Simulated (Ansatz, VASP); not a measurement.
**LiNbO3: VASP beside Ansatz**

```
Li Nb O
1.0
     2.59452    1.49795    4.66474
    -2.59452    1.49795    4.66474
     0.00000   -2.99590    4.66474
Li Nb O
2 2 6
Direct
  0.71912 0.71912 0.71912
  0.21912 0.21912 0.21912
  0.99964 0.99964 0.99964
  0.49964 0.49964 0.49964
  0.27869 0.64161 0.88926
  0.64161 0.88926 0.27869
  0.88926 0.27869 0.64161
  0.38926 0.14161 0.77869
  0.77869 0.38926 0.14161
  0.14161 0.77869 0.38926
```

Alike in both runs: functional PBE; k mesh 6 × 6 × 6; occupations gaussian, width 0.1 eV; no spin polarisation.

Ansatz relaxed the structure, and its values are those at the end. VASP's run is a single point on that final structure, the one shown.

|  | VASP | Ansatz |
| --- | --- | --- |
| version | VASP 6.6.1 | Ansatz 0.2.0 |
| potentials or method | VASP PAW PBE potentials, release 64 (Li_sv, Nb_sv, O), cutoff 520 eV | scalar-relativistic, plane waves, PAW |
| valence electrons in the cell | 68 | 68 |

|  | VASP | Ansatz | Ansatz less VASP |
| --- | --- | --- | --- |
| gap on the k mesh at the Fermi level (eV) | 3.54 | 3.55 | +0.013 |
| least direct gap on the mesh (eV) | 3.55 | 3.56 | +0.012 |
| rms of the force components (eV/Å) | 0.009 | 0.012 | +0.0030 |

Noted on VASP's run: the cutoff is short for stress, so the pressure is rough.
